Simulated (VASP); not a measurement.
# Rb (Fm-3m) in VASP: single point with PBEsol

Aim: the single point of Rb with PBEsol.

Everything below comes from runs of VASP 6.6.1. Logs are shortened: lines on timing, memory, paths and dates and some standing lists are left out, and cuts for length are marked.

### 1 The cell of the first run

The structure is cubic, space group Fm-3m (No. 225). Conventional cell: a = 7.280 Å, b = 7.280 Å, c = 7.280 Å, α = 90.00°, β = 90.00°, γ = 90.00°.

This isn't the form of Rb at room conditions, which is bcc.

### 2 Single point, PBEsol

The input, INCAR:

```
PREC = Accurate
ENCUT = 500
EDIFF = 1E-6
ISMEAR = 0
SIGMA = 0.1
LREAL = False
LASPH = True
NELM = 120
ALGO = Normal
ISIF = 2
LWAVE = False
LCHARG = False
GGA = PS
NBANDS = 10
GGA_COMPAT = False
```

The input, KPOINTS:

```
regular mesh
0
Gamma
  4 4 4
```

The input, POSCAR:

```
Rb
1.0
    0.0000000000      3.6398846700      3.6398846700
    3.6398846700      0.0000000000      3.6398846700
    3.6398846700      3.6398846700      0.0000000000
Rb
1
Direct
    0.0000000000      0.0000000000      0.0000000000
```

Potentials or basis: VASP PAW PBE potentials, release 64 (Rb_sv).

Launch:

```bash
$ cat potpaw_PBE.64/Rb_sv/POTCAR > POTCAR
$ mpirun -np 1 vasp_std > vasp.out
```

OUTCAR:

```text
PREC = Accurate
   ENCUT = 500
   EDIFF = 1E-6
   ISMEAR = 0
   LREAL = False
   LASPH = True
   NELM = 120
   ISIF = 2
   GGA = PS

 ion  position               nearest neighbor table
   1  0.000  0.000  0.000-

  LATTYP: Found a face centered cubic cell.
 ALAT       =     7.2797693400

  Lattice vectors:

 A1 = (   0.0000000000,   3.6398846700,   3.6398846700)
 A2 = (   3.6398846700,   0.0000000000,   3.6398846700)
 A3 = (   3.6398846700,   3.6398846700,   0.0000000000)

Analysis of symmetry for initial positions (statically):
=====================================================================
 Subroutine PRICEL returns:
 Original cell was already a primitive cell.

 Routine SETGRP: Setting up the symmetry group for a
 face centered cubic supercell.

 Subroutine GETGRP returns: Found 48 space group operations
 (whereof 48 operations were pure point group operations)
 out of a pool of 48 trial point group operations.

The static configuration has the point symmetry O_h .

Analysis of symmetry for dynamics (positions and initial velocities):
=====================================================================
 Subroutine PRICEL returns:
 Original cell was already a primitive cell.

 Routine SETGRP: Setting up the symmetry group for a
 face centered cubic supercell.

 Subroutine GETGRP returns: Found 48 space group operations
 (whereof 48 operations were pure point group operations)
 out of a pool of 48 trial point group operations.

The dynamic configuration has the point symmetry O_h .

 Subroutine INISYM returns: Found 48 space group operations
 (whereof 48 operations are pure point group operations),
 and found     1 'primitive' translations

----------------------------------------------------------------------------------------

                                     Primitive cell

  volume of cell :      96.4479

  direct lattice vectors                    reciprocal lattice vectors
     0.000000000  3.639884670  3.639884670    -0.137366990  0.137366990  0.137366990
     3.639884670  0.000000000  3.639884670     0.137366990 -0.137366990  0.137366990
     3.639884670  3.639884670  0.000000000     0.137366990  0.137366990 -0.137366990

  length of vectors
     5.147574266  5.147574266  5.147574266     0.237926605  0.237926605  0.237926605

  position of ions in fractional coordinates (direct lattice)
     0.000000000  0.000000000  0.000000000

  ion indices of the primitive-cell ions
   primitive index   ion index
                 1           1

----------------------------------------------------------------------------------------

 KPOINTS: regular mesh

Automatic generation of k-mesh.
 Grid dimensions read from file:
 generate k-points for:    4    4    4

 Generating k-lattice:

  Cartesian coordinates                     Fractional coordinates (reciprocal lattice)
    -0.034341747  0.034341747  0.034341747     0.250000000  0.000000000  0.000000000
     0.034341747 -0.034341747  0.034341747     0.000000000  0.250000000  0.000000000
     0.034341747  0.034341747 -0.034341747     0.000000000  0.000000000  0.250000000

  Length of vectors
     0.059481651  0.059481651  0.059481651

  Shift w.r.t. Gamma in fractional coordinates (k-lattice)
     0.000000000  0.000000000  0.000000000

 Subroutine IBZKPT returns following result:
 ===========================================

 Found      8 irreducible k-points:

 Following reciprocal coordinates:
            Coordinates               Weight
  0.000000  0.000000  0.000000      1.000000
  0.250000  0.000000  0.000000      8.000000
  0.500000  0.000000  0.000000      4.000000
  0.250000  0.250000  0.000000      6.000000
  0.500000  0.250000  0.000000     24.000000
 -0.250000  0.250000  0.000000     12.000000
  0.500000  0.500000  0.000000      3.000000
 -0.250000  0.500000  0.250000      6.000000
   k-points           NKPTS =      8   k-points in BZ     NKDIM =      8   number of bands    NBANDS=     10
   number of dos      NEDOS =    301   number of ions     NIONS =      1
   total plane-waves  NPLWV =  64000
   dimension x,y,z NGX =    40 NGY =   40 NGZ =   40
   dimension x,y,z NGXF=    80 NGYF=   80 NGZF=   80
   ions per type =               1
   NGX,Y,Z   is equivalent  to a cutoff of  12.92, 12.92, 12.92 a.u.
   NGXF,Y,Z  is equivalent  to a cutoff of  25.84, 25.84, 25.84 a.u.
 SYSTEM =  unknown system
   PREC   = accura    normal or accurate (medium, high low for compatibility)
   ISTART =      0    job   : 0-new  1-cont  2-samecut
   ICHARG =      2    charge: 1-file 2-atom 10-const
   ISPIN  =      1    spin polarized calculation?
   LNONCOLLINEAR =      F non collinear calculations
   LSORBIT =      F    spin-orbit coupling
   LASPH  =      T    aspherical Exc in radial PAW
   ENCUT  =  500.0 eV  36.75 Ry    6.06 a.u.   9.39  9.39  9.39*2*pi/ulx,y,z
   NELM   =    120;   NELMIN=  2; NELMDL= -5     # of ELM steps
   EDIFF  = 0.1E-05   stopping-criterion for ELM
   LREAL  =      F    real-space projection
   EDIFFG = 0.1E-04   stopping-criterion for IOM
   NSW    =      0    number of steps for IOM
   IBRION =     -1    ionic relax: 0-MD 1-quasi-New 2-CG
   NFREE  =      0    steps in history (QN), initial steepest desc. (CG)
   ISIF   =      2    stress and relaxation
   ISYM   =      2    0-nonsym 1-usesym 2-fastsym
   POTIM  = 0.5000    time-step for ionic-motion
   TEBEG  =    0.0;   TEEND  =   0.0 temperature during run
   PSTRESS=    0.0 pullay stress
   NELECT =       9.0000    total number of electrons
   NUPDOWN=      -1.0000    fix difference up-down
   EMIN   =  10.00;   EMAX   =-10.00  energy-range for DOS
   EFERMI =   0.00;   METHOD = LEGACY
   ISMEAR =     0;   SIGMA  =   0.10  broadening in eV -4-tet -1-fermi 0-gaus
   EFERMI_NEDOS =   21; number of points for ismear=-14 and -15
   IALGO  =     38    algorithm
   IMIX   =      4    mixing-type and parameters
     AMIX     =   0.40;   BMIX     =  1.00
     AMIX_MAG =   1.60;   BMIX_MAG =  1.00
  volume/ion in A,a.u.               =      96.45       650.86
  Fermi-wavevector in a.u.,A,eV,Ry     =   0.742548  1.403213  7.501953  0.551378
  Thomas-Fermi vector in A             =   1.837453
   LORBIT       =      0    0 simple, 1 ext, 2 COOP (PROOUT), +10 PAW based schemes
   GGA     = PS    functional components
   LHFCALC =     F    Hartree Fock is set to
   AEXX    =    0.0000 exact exchange contribution
   IVDW    =     0    specifies the selected vdW correction
   LEPSILON=     F    determine dielectric tensor
   LRPA    =     F    only Hartree local field effects (RPA)
 non-spin polarized calculation
 Gauss-broadening in eV      SIGMA  =   0.10
  energy-cutoff  :      500.00
  volume of cell :       96.45
 maximum number of plane-waves:      2468
 NGX is ok and might be reduce to    40
   NGX = 19   NGY = 19   NGZ = 19

 number of electron       9.0000000 magnetization

 Free energy of the ion-electron system (eV)
  ---------------------------------------------------
  ext. energy  EPLUGINS =         0.00000000
  ---------------------------------------------------
  free energy    TOTEN  =        -0.97180110 eV

  energy without entropy =       -0.95739976  energy(sigma->0) =       -0.96460043

 E-fermi :  -0.0344     XC(G=0):  -5.3760

 val. band max:       -0.0351043819   @ k =   0.5000   0.0000   0.0000
 cond. band min:       0.0471981259   @ k =   0.5000   0.2500   0.0000
 fundamental gap:      0.0823025079
 Fermi energy:        -0.0343786979

 k-point     1 :       0.0000    0.0000    0.0000
  band No.  band energies     occupation
      1     -29.0551      2.00000
      2     -13.1082      2.00000
      3     -13.1082      2.00000
      4     -13.1082      2.00000
      5      -2.0724      2.00000
      6       3.3722      0.00000
      7       3.3722      0.00000
      8       3.3722      0.00000
      9       4.6625      0.00000
     10       4.6625      0.00000

 k-point     2 :       0.2500    0.0000    0.0000
  band No.  band energies     occupation
      1     -29.0536      2.00000
      2     -13.1472      2.00000
      3     -13.1136      2.00000
      4     -13.1136      2.00000
      5      -1.4339      2.00000
      6       2.0969      0.00000
      7       3.4310      0.00000
      8       3.4310      0.00000
      9       4.4941      0.00000
     10       4.4941      0.00000

 k-point     3 :       0.5000    0.0000    0.0000
  band No.  band energies     occupation
      1     -29.0522      2.00000
      2     -13.1855      2.00000
      3     -13.1190      2.00000
      4     -13.1190      2.00000
      5      -0.0351      1.00819
      6       0.4516      0.00000
      7       3.1727      0.00000
      8       3.1727      0.00000
      9       5.1867      0.00000
     10       5.3957      0.00000

 k-point     4 :       0.2500    0.2500    0.0000
  band No.  band energies     occupation
      1     -29.0532      2.00000
      2     -13.1457      2.00000
      3     -13.1224      2.00000
      4     -13.1224      2.00000
      5      -1.2269      2.00000
      6       2.2674      0.00000
      7       2.8780      0.00000
      8       3.5814      0.00000
      9       3.5814      0.00000
     10       5.0584      0.00000

 k-point     5 :       0.5000    0.2500    0.0000
  band No.  band energies     occupation
      1     -29.0518      2.00000
      2     -13.1723      2.00000
      3     -13.1390      2.00000
      4     -13.1278      2.00000
      5       0.0472      0.24864
      6       1.1553      0.00000
      7       2.0793      0.00000
      8       3.5443      0.00000
      9       3.8005      0.00000
     10       5.4263      0.00000

 k-point     6 :      -0.2500    0.2500    0.0000
  band No.  band energies     occupation
      1     -29.0522      2.00000
      2     -13.1636      2.00000
      3     -13.1407      2.00000
      4     -13.1190      2.00000
      5      -0.4632      2.00000
      6       1.6610      0.00000
      7       1.9938      0.00000
      8       3.5491      0.00000
      9       4.3999      0.00000
     10       4.7792      0.00000

 k-point     7 :       0.5000    0.5000    0.0000
  band No.  band energies     occupation
      1     -29.0513      2.00000
      2     -13.1810      2.00000
      3     -13.1367      2.00000
      4     -13.1367      2.00000
      5       0.4848      0.00000
      6       1.1543      0.00000
      7       1.6646      0.00000
      8       4.1204      0.00000
      9       4.1204      0.00000
     10       4.4694      0.00000

 k-point     8 :      -0.2500    0.5000    0.2500
  band No.  band energies     occupation
      1     -29.0513      2.00000
      2     -13.1589      2.00000
      3     -13.1589      2.00000
      4     -13.1373      2.00000
      5       1.0147      0.00000
      6       1.3342      0.00000
      7       1.3342      0.00000
      8       2.1930      0.00000
      9       5.1472      0.00000
     10       5.1682      0.00000

------------------------ aborting loop because EDIFF is reached ----------------------------------------

  FORCE on cell =-STRESS in cart. coord.  units (eV):
  Direction    XX          YY          ZZ          XY          YZ          ZX
  --------------------------------------------------------------------------------------
  -------------------------------------------------------------------------------------
  Total       -0.1320916     -0.1320916     -0.1320916      0.0000000      0.0000000     -0.0000000
  in kB       -2.1942837     -2.1942837     -2.1942837      0.0000000      0.0000000     -0.0000000
  external PRESSURE =      -2.1942837 kB  Pullay stress =       0.0000000 kB

 VOLUME and BASIS-vectors are now :
 -----------------------------------------------------------------------------
  energy-cutoff  :      500.00
  volume of cell :       96.45
      direct lattice vectors                 reciprocal lattice vectors
     0.000000000  3.639884670  3.639884670    -0.137366990  0.137366990  0.137366990
     3.639884670  0.000000000  3.639884670     0.137366990 -0.137366990  0.137366990
     3.639884670  3.639884670  0.000000000     0.137366990  0.137366990 -0.137366990

 POSITION                                       TOTAL-FORCE (eV/Angst)
 -----------------------------------------------------------------------------------
      0.00000      0.00000      0.00000         0.000000      0.000000     -0.000000
 -----------------------------------------------------------------------------------
    total drift:                               -0.000000     -0.000000     -0.000000

  FREE ENERGIE OF THE ION-ELECTRON SYSTEM (eV)
  ---------------------------------------------------
  free  energy   TOTEN  =        -0.9718011001 eV

  energy  without entropy=       -0.9573997572  energy(sigma->0) =       -0.96460043
```

Wall time 18 s (1 thread of Intel Xeon 8259CL, shared host); peak memory 0.22 GiB.

Results:

| Item | Value |
| --- | --- |
| Free energy | -0.9718 eV |
| Pressure | -0.2 GPa |
| Band gap on the k mesh | zero (an odd number of electrons rules out a gap without spin polarisation) |

Caveat: the k points lie up to 0.37 Å⁻¹ apart, too coarse for converged energies and pressures of a metal; the PAW data sets were made with another functional, which shifts forces and pressure a little.
